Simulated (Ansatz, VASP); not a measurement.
# Two plane-wave programs on Se

File INCAR:

```
SYSTEM = Se
ALGO     = Normal         ! electronic algorithm
EDIFF    = 1E-7           ! SCF threshold, eV
ENCUT    = 520            ! plane-wave cutoff, eV
GGA      = PS             ! functional
ISIF     = 2              ! what is computed and relaxed
ISMEAR   = -1             ! smearing method
LASPH    = .True.         ! aspherical terms in the spheres
LCHARG   = .False.        ! write CHGCAR
LREAL    = .False.        ! projectors in reciprocal space
LWAVE    = .False.        ! write WAVECAR
NBANDS   = 20             ! bands
NELM     = 80             ! most SCF steps
PREC     = Accurate       ! precision mode
SIGMA    = 0.1            ! smearing width, eV
```

File KPOINTS:

```
k-points
0
Gamma
  11 11 5
  0 0 0
```

The input POSCAR:

```
Se
1.0
    3.6968602185      0.0000000000      0.0000000000
   -1.8484301093      3.2015748635      0.0000000000
    0.0000000000      0.0000000000      7.2501044030
Se
4
Direct
    1.0000000000      0.0000000000      0.0000000000
    1.0000000000      0.0000000000      0.5000000000
    0.3333333333      0.6666666667      0.2500000000
    0.6666666667      0.3333333333      0.7500000000
```

Input for Ansatz:

```yaml
crystal:
  lattice:
    - [3.6968602185, 0.0, 0.0]
    - [-1.8484301093, 3.2015748635, 0.0]
    - [0.0, 0.0, 7.250104403]
  atoms:
    - { symbol: Se, position: [1.0, 0.0, 0.0] }
    - { symbol: Se, position: [1.0, 0.0, 0.5] }
    - { symbol: Se, position: [0.3333333333, 0.6666666667, 0.25] }
    - { symbol: Se, position: [0.6666666667, 0.3333333333, 0.75] }
hamiltonian:
  xc: pbesol
  pseudopotentials:
    kind: paw
    azcp:
      Se: "pseudopotentials/Se.paw.azcp"
basis:
  ecutwfc: 420
  fft_grid_basis: typed
kpoints:
  mp_grid: { grid: [11, 11, 5], shift: [0, 0, 0] }
magnetization:
  spin_polarized: false
scf:
  occupations: { method: fermi_dirac, width: 0.1 }
  lower_state_search: "off"
output:
  stress: true
```

Alike in both runs: task single point; functional PBEsol; k mesh 11 × 11 × 5; occupations fermi-dirac, width 0.1 eV; no spin polarisation.

|  | VASP | Ansatz |
| --- | --- | --- |
| version | VASP 6.6.1 | Ansatz 0.2.0 |
| potentials or method | VASP PAW PBE potentials, release 64 (Se), cutoff 520 eV | plane waves (420 eV) with PAW, scalar-relativistic |
| valence electrons in the cell | 24 | 64 |

|  | VASP | Ansatz | Ansatz less VASP |
| --- | --- | --- | --- |
| pressure (GPa) | 0.2 | 0.1 | -0.10 |
| traceless stress, the component that is largest in VASP (GPa) | 0.55 | 0.52 | -0.032 |

VASP's potentials were made for PBE, not for PBEsol, and Ansatz warns of the same on its side. VASP's potentials hold 24 valence electrons a cell and Ansatz's 64, so a difference there can come from the potentials and not from the codes.
